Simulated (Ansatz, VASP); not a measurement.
Two plane-wave programs on O

The input INCAR:

```
ALGO     = Normal         # electronic algorithm
EDIFF    = 1E-6           # SCF threshold, eV
ENCUT    = 520            # plane-wave cutoff, eV
GGA      = PS             # functional
ISIF     = 2              # what is computed and relaxed
ISMEAR   = 0              # smearing method
ISPIN    = 2              # spin polarisation
LASPH    = T              # aspherical terms in the spheres
LCHARG   = T              # write CHGCAR
LELF     = T              # ELF
LORBIT   = 11             # projections on sites
LREAL    = F              # projectors in reciprocal space
LVHAR    = T            
LWAVE    = F              # write WAVECAR
MAGMOM   = 1 1            # initial moments
NBANDS   = 17             # bands
NELM     = 150            # most SCF steps
PREC     = Accurate       # precision mode
SIGMA    = 0.1            # smearing width, eV
```

File KPOINTS:

```
k-points
0
Gamma
  8 8 8
```

File POSCAR:

```
O
1.0
    0.0000000000      2.1075500000      3.3448500000
    1.4783500000      0.0000000000      3.3448500000
    1.4783500000      2.1075500000      0.0000000000
O
2
Direct
    0.0871000000      0.0871000000      0.9129000000
    0.9129000000      0.9129000000      0.0871000000
```

Input for Ansatz:

```yaml
crystal:
  lattice:
    - [0.0, 2.10755, 3.34485]
    - [1.47835, 0.0, 3.34485]
    - [1.47835, 2.10755, 0.0]
  atoms:
    - { symbol: O, position: [0.0871, 0.0871, 0.9129], spin: 1.0 }
    - { symbol: O, position: [0.9129, 0.9129, 0.0871], spin: 1.0 }
basis:
  ecutwfc: 420
kpoints:
  mp_grid: { grid: [8, 8, 8] }
hamiltonian:
  xc: pbesol
scf:
  occupations: { method: gaussian, width: 0.1 }
  lower_state_search: "off"
output:
  forces: true
  stress: true
  eigenvalues: true
  populations: true
magnetization:
  spin_polarized: true
```

Alike in both runs: task single point; functional PBEsol; k mesh 8 × 8 × 8; occupations gaussian, width 0.1 eV; collinear spin.

```csv
,VASP,Ansatz
version,VASP 6.6.1,Ansatz 0.2.0
potentials or method,"VASP PAW PBE potentials, release 64 (O), cutoff 520 eV","scalar-relativistic, plane waves, PAW"
valence electrons in the cell,12,12
```

```csv
,VASP,Ansatz,Ansatz less VASP
gap on the k mesh at the Fermi level (eV),none,none,-
pressure (GPa),13.6,7.8,-5.77
"traceless stress, the component that is largest in VASP (GPa)",42.28,29.81,-12.471
rms of the force components (eV/Å),3.126,1.901,-1.2253
net moment per atom (μB),0.00,0.00,-0.002
```

VASP's potentials were made for PBE, not for PBEsol. Atom by atom the forces differ by 1.225 eV/Å (rms over components). A gap of «none» marks a metal or a gap that the smearing closes. Ansatz's warnings: seeded moment not kept.

Noted on VASP's run: the standard files for N, O and F lose accuracy on very short bonds.
